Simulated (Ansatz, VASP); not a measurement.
## One calculation of MgI2, two programs

INCAR

```
PREC     = Accurate       # precision mode
ENCUT    = 520            # plane-wave cutoff, eV
EDIFF    = 1E-6           # SCF threshold, eV
ISMEAR   = -1             # smearing method
SIGMA    = 0.02           # smearing width, eV
LREAL    = False          # projectors in reciprocal space
LASPH    = True           # aspherical terms in the spheres
NELM     = 100            # most SCF steps
ALGO     = Normal         # electronic algorithm
ISIF     = 2              # what is computed and relaxed
LWAVE    = False          # write WAVECAR
LCHARG   = False          # write CHGCAR
GGA      = PE             # functional
NBANDS   = 15             # bands
```

KPOINTS

```
Automatic mesh
0
Gamma
  6 6 6
```

POSCAR

```
MgI2
1.0
    0.0000000000      3.7557205859      3.7557205859
    3.7557205859      0.0000000000      3.7557205859
    3.7557205859      3.7557205859      0.0000000000
Mg I
1 2
Direct
    0.0000000000      0.0000000000      0.0000000000
    0.2500000000      0.2500000000      0.2500000000
    0.7500000000      0.7500000000      0.7500000000
```

Input for Ansatz:

```yaml
crystal:
  lattice:
    - [0.0, 3.7557205859, 3.7557205859]
    - [3.7557205859, 0.0, 3.7557205859]
    - [3.7557205859, 3.7557205859, 0.0]
  atoms:
    - { symbol: Mg, position: [0.0, 0.0, 0.0] }
    - { symbol: I, position: [0.25, 0.25, 0.25] }
    - { symbol: I, position: [0.75, 0.75, 0.75] }
kpoints:
  mp_grid: { grid: [6, 6, 6] }
  band_path:
    path:
      - [0.0, 0.0, 0.0]
      - [0.5, 0.0, 0.5]
      - [0.625, 0.25, 0.625]
      - [0.375, 0.375, 0.75]
      - [0.5, 0.5, 0.5]
      - [0.5, 0.25, 0.75]
      - [0.0, 0.5, 0.5]
    npoints: 1
hamiltonian:
  xc: pbe
scf:
  occupations: { method: fermi_dirac, width: 0.02 }
  n_extra_bands: 4
output:
  forces: true
  stress: true
  eigenvalues: true
```

Alike in both runs: task single point; functional PBE; k mesh 6 × 6 × 6; occupations fermi-dirac, width 0.02 eV; no spin polarisation.

|  | VASP | Ansatz |
| --- | --- | --- |
| version | VASP 6.6.1 | Ansatz 0.2.0 |
| potentials or method | VASP PAW PBE potentials, release 64 (Mg, I) | plane waves, PAW |
| plane-wave cutoff (eV) | 520 | 420 |
| valence electrons in the cell | 16 | 44 |

|  | VASP | Ansatz | Ansatz less VASP |
| --- | --- | --- | --- |
| pressure (GPa) | 0.2 | 0.2 | +0.04 |

VASP's potentials hold 16 valence electrons a cell and Ansatz's 44, so a difference there can come from the potentials and not from the codes.

Spin-orbit coupling is off throughout.
